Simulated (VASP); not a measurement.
# Lu (P6_3/mmc) in VASP: notebook, part 2 of 2

VASP 6.6.1.

### Step 3. Single point, PBE

This run uses another cell than the first one, of 27.28 Å³/atom, 1.028 times its volume.

Contents of INCAR:

```
SYSTEM = Lu
PREC = Accurate
ENCUT = 520
EDIFF = 1E-6
ISMEAR = 1
SIGMA = 0.1
LREAL = .False.
LASPH = .True.
NELM = 100
ALGO = Normal
ISIF = 2
LWAVE = .False.
LCHARG = .False.
GGA = PE
NBANDS = 32
```

Contents of KPOINTS:

```
regular mesh
0
Gamma
  10 10 5
  0 0 0
```

Contents of POSCAR:

```
Lu
1.0
    3.4132370082      0.0000000000      0.0000000000
   -1.7066185041      2.9559499563      0.0000000000
    0.0000000000      0.0000000000      5.4085059829
Lu
2
Direct
    0.3333333333      0.6666666667      0.2500000000
    0.6666666667      0.3333333333      0.7500000000
```

Potentials or basis: VASP PAW PBE potentials, release 64 (Lu).

On the command line:

```bash
> cat potpaw_PBE.64/Lu/POTCAR > POTCAR
> mpirun -np 1 vasp_std > vasp.out
```

Wall time 2.2 min (1 thread of AMD EPYC 7R13, shared host); peak memory 0.19 GiB.

It converged, with:

```
Free energy            : -8.9891 eV
Pressure               : 3.4 GPa
Band gap on the k mesh : zero (band 25 reaches 3.36 eV, above the bottom of band 26 at 1.87 eV)
```

Stress tensor (GPa, compression positive):
```
4.04 0.00 0.00
0.00 4.04 0.00
0.00 0.00 2.26
```

Levels at points of the mesh, in eV from the Fermi level:
```
           k point  band 21  band 22  band 23  band 24  band 25  band 26  band 27  band 28  band 29  band 30
(0.00, 0.00, 0.00)    -4.76    -4.73    -4.72    -2.54     0.77     2.28     2.28     2.58     3.05     3.05
(0.50, 0.00, 0.00)    -4.75    -4.74    -2.36    -1.49    -0.97    -0.24     1.66     1.97     2.48     6.63
```

Caveat: spin-orbit coupling is left out, which moves the levels of the heavy elements.

### Step 4. Single point, PBE

This run uses another cell than the first one, of 28.02 Å³/atom, 1.056 times its volume.

Contents of INCAR:

```
SYSTEM = Lu
PREC = Accurate ; ENCUT = 520
EDIFF = 1E-6 ; ISMEAR = 1
SIGMA = 0.1 ; LREAL = .FALSE.
LASPH = .TRUE. ; NELM = 80
ALGO = Normal ; ISIF = 2
LWAVE = .FALSE. ; LCHARG = .TRUE.
GGA = PE ; LELF = .TRUE.
LVHAR = .TRUE. ; NBANDS = 32
```

Contents of KPOINTS:

```
Automatic mesh
0
G
  10 10 5
  0 0 0
```

Contents of POSCAR:

```
Lu
1.0
    3.4437139512      0.0000000000      0.0000000000
   -1.7218569756      2.9823437631      0.0000000000
    0.0000000000      0.0000000000      5.4567987701
Lu
2
Direct
    0.3333333333      0.6666666667      0.2500000000
    0.6666666667      0.3333333333      0.7500000000
```

Potentials or basis: VASP PAW PBE potentials, release 64 (Lu).

On the command line:

```bash
> cat potpaw_PBE.64/Lu/POTCAR > POTCAR
> mpirun -np 1 vasp_std > vasp.out
```

OUTCAR:

```text
SYSTEM = Lu
   PREC = Accurate
   ENCUT = 520
   EDIFF = 1E-6
   ISMEAR = 1
   LREAL = .FALSE.
   LASPH = .TRUE.
   NELM = 80
   ISIF = 2
   GGA = PE

 ion  position               nearest neighbor table
   1  0.333  0.667  0.250-   2 3.38   2 3.38   2 3.38   2 3.38   2 3.38   2 3.38
   2  0.667  0.333  0.750-   1 3.38   1 3.38   1 3.38   1 3.38   1 3.38   1 3.38

  LATTYP: Found a hexagonal cell.
 ALAT       =     3.4437139512
 C/A-ratio  =     1.5845679541

  Lattice vectors:

 A1 = (   3.4437139512,   0.0000000000,   0.0000000000)
 A2 = (  -1.7218569756,   2.9823437631,   0.0000000000)
 A3 = (   0.0000000000,   0.0000000000,   5.4567987701)

Analysis of symmetry for initial positions (statically):
=====================================================================
 Subroutine PRICEL returns:
 Original cell was already a primitive cell.

 Routine SETGRP: Setting up the symmetry group for a
 hexagonal supercell.

 Subroutine GETGRP returns: Found 24 space group operations
 (whereof 12 operations were pure point group operations)
 out of a pool of 24 trial point group operations.

The static configuration has the point symmetry D_3d.
 The point group associated with its full space group is D_6h.
[... 160 lines left out ...]

  energy without entropy =       -9.01251266  energy(sigma->0) =       -9.01402160

 E-fermi :   2.3777     XC(G=0): -10.8496

 val. band max:        2.3697887049   @ k =   0.2000  -0.0000   0.2000
 cond. band min:       2.3852424427   @ k =   0.4000  -0.0000   0.2000
 fundamental gap:      0.0154537378
 Fermi energy:         2.3776632372

 k-point     1 :       0.0000    0.0000    0.0000
  band No.  band energies     occupation
      1     -53.7276      2.00000
      2     -53.6873      2.00000
      3     -24.7156      2.00000
      4     -24.2207      2.00000
      5     -24.2207      2.00000
      6     -24.1318      2.00000
[... 829 lines left out ...]
     31       8.2097      0.00000
     32       8.7528      0.00000

 [... further k-points ...]

------------------------ aborting loop because EDIFF is reached ----------------------------------------

  FORCE on cell =-STRESS in cart. coord.  units (eV):
  Direction    XX          YY          ZZ          XY          YZ          ZX
  --------------------------------------------------------------------------------------
  -------------------------------------------------------------------------------------
  Total        0.9021704      0.9021704      0.3087885      0.0000000      0.0000000      0.0000000
  in kB       25.7914905     25.7914905      8.8277281      0.0000000      0.0000000      0.0000000
  external PRESSURE =      20.1369031 kB  Pullay stress =       0.0000000 kB

 VOLUME and BASIS-vectors are now :
 -----------------------------------------------------------------------------
  energy-cutoff  :      520.00
  volume of cell :       56.04
      direct lattice vectors                 reciprocal lattice vectors
     3.443713951  0.000000000  0.000000000     0.290384165  0.167653376  0.000000000
    -1.721856976  2.982343763  0.000000000     0.000000000  0.335306752  0.000000000
     0.000000000  0.000000000  5.456798770     0.000000000  0.000000000  0.183257628

 POSITION                                       TOTAL-FORCE (eV/Angst)
 -----------------------------------------------------------------------------------
     -0.00000      1.98823      1.36420         0.000000      0.000000      0.000000
      1.72186      0.99411      4.09260        -0.000000     -0.000000      0.000000
 -----------------------------------------------------------------------------------
    total drift:                               -0.000000      0.000000     -0.000000

  FREE ENERGIE OF THE ION-ELECTRON SYSTEM (eV)
  ---------------------------------------------------
  free  energy   TOTEN  =        -9.0147760733 eV

  energy  without entropy=       -9.0125126630  energy(sigma->0) =       -9.01402160
```

It took 2.2 min on 1 thread of AMD EPYC 7R13, shared host; peak memory 0.19 GiB.

Results:

| Quantity | Value |
| --- | --- |
| Free energy | -9.0148 eV |
| Pressure | 2.0 GPa |
| Band gap on the k mesh | zero (band 25 reaches 3.24 eV, above the bottom of band 26 at 1.77 eV) |

Stress tensor (GPa, compression positive):
```
2.58 0.00 0.00
0.00 2.58 0.00
0.00 0.00 0.88
```

Caveat: spin-orbit coupling is left out, which moves the levels of the heavy elements.

### Step 5. Single point, PBE

This run uses another cell than the first one, of 28.76 Å³/atom, 1.083 times its volume.

Contents of INCAR:

```
PREC = Accurate
ENCUT = 520
EDIFF = 1E-6
ISMEAR = 1
SIGMA = 0.1
LREAL = F
LASPH = T
NELM = 100
ALGO = Normal
ISIF = 2
LWAVE = F
LCHARG = T
GGA = PE
LELF = T
LVHAR = T
NBANDS = 32
```

Contents of KPOINTS:

```
regular mesh
0
Gamma
  10 10 5
```

Contents of POSCAR:

```
Lu
1.0
    3.4736607930      0.0000000000      0.0000000000
   -1.7368303965      3.0082784889      0.0000000000
    0.0000000000      0.0000000000      5.5042515761
Lu
2
Direct
    0.3333333333      0.6666666667      0.2500000000
    0.6666666667      0.3333333333      0.7500000000
```

On the command line:

```bash
> cat potpaw_PBE.64/Lu/POTCAR > POTCAR
> mpirun -np 1 vasp_std > vasp.out
```

Run time: 2.2 min. Hardware: 1 thread of AMD EPYC 7R13, shared host; peak memory 0.19 GiB.

It converged, with:

* Free energy: -9.0278 eV
* Pressure: 0.9 GPa
* Band gap on the k mesh: zero (band 25 reaches 3.12 eV, above the bottom of band 26 at 1.67 eV)

Stress tensor (GPa, compression positive):
```
 1.43  0.00  0.00
 0.00  1.43  0.00
 0.00  0.00 -0.11
```

Levels at points of the mesh, in eV from the Fermi level:
| k point | band 22 | band 23 | band 24 | band 25 | band 26 | band 27 | band 28 | band 29 |
| --- | --- | --- | --- | --- | --- | --- | --- | --- |
| (0.00, 0.00, 0.00) | -4.84 | -4.83 | -2.46 | 0.60 | 2.23 | 2.23 | 2.51 | 2.95 |
| (0.50, 0.00, 0.00) | -4.84 | -2.34 | -1.41 | -0.88 | -0.31 | 1.56 | 1.93 | 2.35 |

Caveat: spin-orbit coupling is left out, which moves the levels of the heavy elements.

### Step 6. Single point, PBE

This run uses another cell than the first one, of 29.50 Å³/atom, 1.111 times its volume.

Contents of INCAR:

```
SYSTEM = Lu
  ALGO = Normal
  EDIFF = 1E-6
  ENCUT = 520
  GGA = PE
  ISIF = 2
  ISMEAR = 1
  LASPH = .TRUE.
  LCHARG = .FALSE.
  LREAL = .FALSE.
  LWAVE = .FALSE.
  NBANDS = 32
  NELM = 60
  PREC = Accurate
  SIGMA = 0.1
```

Contents of KPOINTS:

```
k-points
0
G
  10 10 5
  0 0 0
```

Contents of POSCAR:

```
Lu
1.0
    3.5031000000      0.0000000000      0.0000000000
   -1.7515500000      3.0337735900      0.0000000000
    0.0000000000      0.0000000000      5.5509000000
Lu
2
Direct
    0.3333333333      0.6666666667      0.2500000000
    0.6666666667      0.3333333333      0.7500000000
```

Potentials or basis: VASP PAW PBE potentials, release 64 (Lu).

On the command line:

```bash
> cat potpaw_PBE.64/Lu/POTCAR > POTCAR
> mpirun -np 1 vasp_std > vasp.out
```

Run time: 2 min. Hardware: 1 thread of AMD EPYC 7R13, shared host; peak memory 0.19 GiB.

The run converged. Its results:

| Item | Value |
| --- | --- |
| Free energy | -9.0294 eV |
| Pressure | -0.2 GPa |
| Band gap on the k mesh | zero (band 25 reaches 3.01 eV, above the bottom of band 26 at 1.58 eV) |

Stress tensor (GPa, compression positive):
```
 0.25  0.00  0.00
 0.00  0.25  0.00
 0.00  0.00 -1.11
```

Levels at points of the mesh, in eV from the Fermi level:
```
           k point  band 22  band 23  band 24  band 25  band 26  band 27  band 28  band 29
(0.00, 0.00, 0.00)    -4.89    -4.89    -2.42     0.52     2.20     2.20     2.48     2.90
(0.50, 0.00, 0.00)    -4.90    -2.32    -1.37    -0.84    -0.33     1.51     1.92     2.30
```

Caveat: spin-orbit coupling is left out, which moves the levels of the heavy elements.

### Step 7. Summary

| cell | gap on the mesh (eV) | pressure (GPa) |
| --- | --- | --- |
| a = 3.382, b = 3.382, c = 5.359 Å, angles 90.0, 90.0, 120.0°, 2 atoms | none | 5.1 |
| a = 3.413, b = 3.413, c = 5.409 Å, angles 90.0, 90.0, 120.0°, 2 atoms | none | 3.4 |
| a = 3.444, b = 3.444, c = 5.457 Å, angles 90.0, 90.0, 120.0°, 2 atoms | none | 2.0 |
| a = 3.474, b = 3.474, c = 5.504 Å, angles 90.0, 90.0, 120.0°, 2 atoms | none | 0.9 |
| a = 3.503, b = 3.503, c = 5.551 Å, angles 90.0, 90.0, 120.0°, 2 atoms | none | -0.2 |

Alike in all rows: task single point; level PBE; potentials or basis VASP PAW PBE potentials, release 64 (Lu); no spin polarisation; k mesh 10 × 10 × 5; cutoff (eV) 520; smearing methfessel-paxton 0.1 eV.

Caveats: spin-orbit coupling is left out, which moves the levels of the heavy elements.

Absolute energies hang on the potentials; compare differences alone.
